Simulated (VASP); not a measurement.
Wanted: the native input for a VASP 6.6.1 run.

```yaml
Task: electric field gradients
Functional: PBEsol
Potentials_or_basis: VASP PAW PBE potentials, release 64 (Ti_sv, Te)
Cutoff: 520 eV
k_mesh: 13 × 13 × 7
Occupations: fermi-dirac, width 0.03 eV
Spin: no spin polarisation
Dipole_correction: no
Further_INCAR_settings: ALGO = Normal; EDIFF = 1e-08; NBANDS = 19
```

The structure of TiTe2 lies in POSCAR:

```
TiTe2
1.0
    3.8267039675      0.0000000000      0.0000000000
   -1.9133519838      3.3140228486      0.0000000000
    0.0000000000      0.0000000000      6.5835098060
Ti Te
1 2
Direct
    0.0000000000      0.0000000000      0.0000000000
    0.6666666667      0.3333333333      0.2628000000
    0.3333333333      0.6666666667      0.7372000000
```

This cell differs from its parent crystal: volume scaled by 1.04.

These files were run (other wordings do the same):

INCAR

```
SYSTEM = TiTe2
ALGO = Normal
EDIFF = 1E-8
ENCUT = 520
GGA = PS
ISIF = 2
ISMEAR = -1
LASPH = .TRUE.
LCHARG = .FALSE.
LEFG = .TRUE.
LREAL = .FALSE.
LWAVE = .FALSE.
NBANDS = 19
NELM = 60
PREC = Accurate
SIGMA = 0.03
```

KPOINTS

```
k-points
0
G
  13 13 7
  0 0 0
```

Potentials or basis: VASP PAW PBE potentials, release 64 (Ti_sv, Te).

The run is started by

```sh
$ cat potpaw_PBE.64/Ti_sv/POTCAR potpaw_PBE.64/Te/POTCAR > POTCAR
$ mpirun -np 1 vasp_std > vasp.out
```

Results of the run:

```json
{"Pressure": "-4.4 GPa", "Largest force": "0.402 eV/Å", "Band gap on the k mesh": "zero (band 12 reaches 6.60 eV, above the bottom of band 13 at 5.99 eV)"}
```

Caveat: without QUAD_EFG the Cq values of the log hold for a quadrupole moment of 1 mb, not for the nuclei; the PAW data sets were made with another functional, which shifts forces and pressure a little; spin-orbit coupling is left out, which moves the levels of the heavy elements; this functional lacks dispersion, which binds the layers, so the pressure and a relaxed spacing across them are unreliable.

Run time: 3.6 min on 1 thread of Intel(R) Xeon(R) Platinum 8488C (Sapphire Rapids), on a shared host, peak memory 0.33 GiB.
